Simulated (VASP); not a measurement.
Set up this calculation in VASP 6.6.1, as the native input.

- Task: relaxation of cell and atoms
- Functional: LDA
- Potentials or basis: VASP PAW LDA potentials, release 64 (Ga_d, P)
- Cutoff: 500 eV
- k mesh: 6 × 6 × 6
- Occupations: gaussian, width 0.03 eV
- Spin: no spin polarisation
- Target pressure: 30.7 GPa
- Dipole correction: no
- Further INCAR settings: ALGO = Normal; EDIFF = 1e-07; IBRION = 2; EDIFFG = -0.005; NSW = 80; ISIF = 3

The structure of GaP lies in POSCAR:

```
GaP
1.0
    6.1757260344      0.0000000000      0.0000000000
    0.0000000000      6.1757260344      0.0000000000
    0.0000000000      0.0000000000      6.1757260344
Ga P
8 8
Direct
    0.1111725879      0.1111725879      0.1111725879
    0.8888274121      0.8888274121      0.8888274121
    0.3888274121      0.8888274121      0.6111725879
    0.6111725879      0.1111725879      0.3888274121
    0.6111725879      0.3888274121      0.8888274121
    0.3888274121      0.6111725879      0.1111725879
    0.8888274121      0.6111725879      0.3888274121
    0.1111725879      0.3888274121      0.6111725879
    0.6025622623      0.6025622623      0.6025622623
    0.3974377377      0.3974377377      0.3974377377
    0.8974377377      0.3974377377      0.1025622623
    0.1025622623      0.6025622623      0.8974377377
    0.1025622623      0.8974377377      0.3974377377
    0.8974377377      0.1025622623      0.6025622623
    0.3974377377      0.1025622623      0.8974377377
    0.6025622623      0.8974377377      0.1025622623
```

One way to write it, as run:

INCAR

```
PREC = Accurate ; ENCUT = 500
EDIFF = 1E-7 ; ISMEAR = 0
SIGMA = 0.03 ; LREAL = F
LASPH = T ; NELM = 120
ALGO = Normal ; ISIF = 3
LWAVE = F ; LCHARG = F
IBRION = 2 ; NSW = 80
EDIFFG = -0.005 ; PSTRESS = 307.0
GGA_COMPAT = F ; NELMIN = 4
```

KPOINTS

```
Automatic mesh
0
Gamma
  6 6 6
```

Potentials or basis: VASP PAW LDA potentials, release 64 (Ga_d, P).

Run with:

```console
$ cat potpaw_LDA.64/Ga_d/POTCAR potpaw_LDA.64/P/POTCAR > POTCAR
$ mpirun -np 1 vasp_std > vasp.out
```

Results of the run:

- Relaxed volume: 14.18 Å³/atom
- Relaxed cell: a = 6.099 Å, b = 6.099 Å, c = 6.099 Å, α = 90.00°, β = 90.00°, γ = 90.00°
- Space group after relaxing (to 0.1 Å): Pa-3 (No. 205)
- Energy change on relaxing (the run minimises the enthalpy): +92.0 meV/atom
- Ionic steps: 14
- Pressure after relaxing: 30.7 GPa
- Largest force after relaxing: 0.003 eV/Å
- Band gap on the k mesh: zero (bands 72 and 73 overlap by 1.02 eV)

Caveat: the cell is relaxed towards a set pressure, so the run minimises the enthalpy, not the energy.

Run time: 96 min on 1 thread of Oxide Virtual Turin-like Processor, on a shared host, peak memory 0.44 GiB.
